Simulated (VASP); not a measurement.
Set up this calculation in VASP 6.6.1, as the native input.

```
Task                   : single point
Functional             : PBE
Potentials or basis    : VASP PAW PBE potentials, release 64 (Rh_pv, H)
Cutoff                 : 520 eV
k mesh                 : 6 × 6 × 1
Occupations            : gaussian, width 0.1 eV
Spin                   : no spin polarisation
Dipole correction      : yes
Further INCAR settings : ALGO = Fast; EDIFF = 1e-06; NBANDS = 104
```

The structure of HRh6 lies in POSCAR:

```
HRh6
1.0
    5.4165863251      0.0000000000      0.0000000000
   -2.7082931626      4.6909013593      0.0000000000
    0.0000000000      0.0000000000     22.2966119230
Rh H
12 2
Direct
    0.3333333333      0.1666666667      0.1793994538
    0.3333333333      0.6666666667      0.1793994538
    0.8333333333      0.1666666667      0.1793994538
    0.8333333333      0.6666666667      0.1793994538
    0.1666666667      0.3333333333      0.2757769167
    0.1666666667      0.8333333333      0.2757769167
    0.6666666667      0.3333333333      0.2757769167
    0.6666666667      0.8333333333      0.2757769167
    0.0000000000      0.0000000000      0.3721019118
    0.0000000000      0.5000000000      0.3721019118
    0.5000000000      0.0000000000      0.3721019118
    0.5000000000      0.5000000000      0.3721019118
    0.2153584700      0.4307169401      0.5335614202
    0.2846415300      0.5692830599      0.5335614202
```

The input as run:

INCAR

```
SYSTEM = HRh6
PREC = Accurate ; ENCUT = 520
EDIFF = 1E-6 ; ISMEAR = 0
SIGMA = 0.1 ; LREAL = .FALSE.
LASPH = .TRUE. ; NELM = 100
ALGO = Fast ; ISIF = 2
LWAVE = .FALSE. ; LCHARG = .TRUE.
LDIPOL = .TRUE. ; IDIPOL = 3
DIPOL = 0.5 0.5 0.313 ; GGA = PE
LELF = .TRUE. ; LVHAR = .TRUE.
LVACPOTAV = .TRUE. ; NBANDS = 104
```

KPOINTS

```
Automatic mesh
0
G
  6 6 1
  0 0 0
```

Potentials or basis: VASP PAW PBE potentials, release 64 (Rh_pv, H).

Run with:

```bash
$ cat potpaw_PBE.64/Rh_pv/POTCAR potpaw_PBE.64/H/POTCAR > POTCAR
$ mpirun -np 1 vasp_std > vasp.out
```

It gave:

The largest force is 4.888 eV/Å and the band gap on the k mesh is zero (bands 91 and 92 overlap by 0.75 eV).

Run time: 44 min on 1 thread of Oxide Virtual Turin-like Processor (shared host), peak memory 0.87 GiB.
